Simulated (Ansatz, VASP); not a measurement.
**One calculation of HfN, two programs**

```
Hf N
1.0
     0.00000    2.26275    2.26275
     2.26275    0.00000    2.26275
     2.26275    2.26275    0.00000
Hf N
1 1
Direct
  0.00000 0.00000 0.00000
  0.50000 0.50000 0.50000
```

Alike in both runs: functional r2SCAN; k mesh 15 × 15 × 15; occupations fermi-dirac, width 0.1 eV; no spin polarisation.

Ansatz relaxed the structure, and its values are those at the end. VASP's run is a single point on that final structure, the one shown.

|  | VASP | Ansatz |
| --- | --- | --- |
| version | VASP 6.6.1 | Ansatz 0.2.0 |
| potentials or method | VASP PAW PBE potentials, release 64 (Hf_pv, N) | PAW with Ansatz's default frozen-core files, scalar-relativistic |
| plane-wave cutoff (eV) | 520 | 500 |
| valence electrons in the cell | 15 | 31 |

VASP gave:

```
pressure (GPa) : -2.6
```

What did Ansatz give for the same quantities?

Pressure (GPa): 0.0.

VASP's potentials were made for PBE, not for r2SCAN. With one functional, cell and mesh, what is left measures potentials, basis and numerics. VASP's potentials hold 15 valence electrons a cell and Ansatz's 31, so a difference there can come from the potentials and not from the codes.

Spin-orbit coupling is off throughout.
